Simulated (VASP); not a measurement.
## MgO: single point with PBE

Crystal: MgO.

```
CELL_PARAMETERS angstrom
0.00000 6.32550 6.32550
6.32550 0.00000 6.32550
6.32550 6.32550 0.00000
ATOMIC_POSITIONS crystal
Mg 0.00000 0.00000 0.00000
Mg 0.00000 0.00000 0.33333
Mg 0.00000 0.00000 0.66667
Mg 0.00000 0.33333 0.00000
Mg 0.00000 0.33333 0.33333
Mg 0.00000 0.33333 0.66667
Mg 0.00000 0.66667 0.00000
Mg 0.00000 0.66667 0.33333
Mg 0.00000 0.66667 0.66667
Mg 0.33333 0.00000 0.00000
Mg 0.33333 0.00000 0.33333
Mg 0.33333 0.00000 0.66667
Mg 0.33333 0.33333 0.00000
Mg 0.33333 0.33333 0.33333
Mg 0.33333 0.33333 0.66667
Mg 0.33333 0.66667 0.00000
Mg 0.33333 0.66667 0.33333
Mg 0.33333 0.66667 0.66667
Mg 0.66667 0.00000 0.00000
Mg 0.66667 0.00000 0.33333
Mg 0.66667 0.00000 0.66667
Mg 0.66667 0.33333 0.00000
Mg 0.66667 0.33333 0.33333
Mg 0.66667 0.33333 0.66667
Mg 0.66667 0.66667 0.00000
Mg 0.66667 0.66667 0.33333
Mg 0.66667 0.66667 0.66667
O 0.16667 0.16667 0.16667
O 0.16667 0.16667 0.50000
O 0.16667 0.16667 0.83333
O 0.16667 0.50000 0.16667
O 0.16667 0.50000 0.50000
O 0.16667 0.50000 0.83333
O 0.16667 0.83333 0.16667
O 0.16667 0.83333 0.50000
O 0.16667 0.83333 0.83333
O 0.50000 0.16667 0.16667
O 0.50000 0.16667 0.50000
O 0.50000 0.16667 0.83333
O 0.50000 0.50000 0.16667
O 0.50000 0.50000 0.50000
O 0.50000 0.50000 0.83333
O 0.50000 0.83333 0.16667
O 0.50000 0.83333 0.50000
O 0.50000 0.83333 0.83333
O 0.83333 0.16667 0.16667
O 0.83333 0.16667 0.50000
O 0.83333 0.16667 0.83333
O 0.83333 0.50000 0.16667
O 0.83333 0.50000 0.50000
O 0.83333 0.50000 0.83333
O 0.83333 0.83333 0.16667
O 0.83333 0.83333 0.50000
O 0.83333 0.83333 0.83333
```

- Program: VASP 6.6.1
- Task: single point
- Functional: PBE
- Potentials or basis: VASP PAW PBE potentials, release 64 (Mg, O)
- Cutoff: 520 eV
- k mesh: 2 × 2 × 2
- Occupations: gaussian, width 0.05 eV
- Spin: no spin polarisation
- Dipole correction: no
- Further INCAR settings: LREAL = Auto; ALGO = Normal; EDIFF = 1e-06; NBANDS = 141

```json
{"Pressure": "3.4 GPa", "Band gap on the k mesh": "4.69 eV"}
```

Levels at points of the mesh, in eV from the valence-band top:
```csv
k point,band 106,band 107,band 108,band 109,band 110,band 111
"(0.00, 0.00, 0.00)",0.00,0.00,0.00,4.69,7.64,7.64
"(0.50, 0.00, 0.00)",-0.17,-0.17,-0.17,6.12,6.12,7.87
"(0.50, 0.50, 0.00)",-0.31,-0.31,-0.31,6.60,6.60,7.65
```

Run time: 14 min on 1 thread of Oxide Virtual Turin-like Processor, with other jobs on the host, peak memory 0.7 GiB.

Caveat: the k points lie up to 0.43 Å⁻¹ apart. PBE gaps usually lie below the measured ones, often by a third to a half.
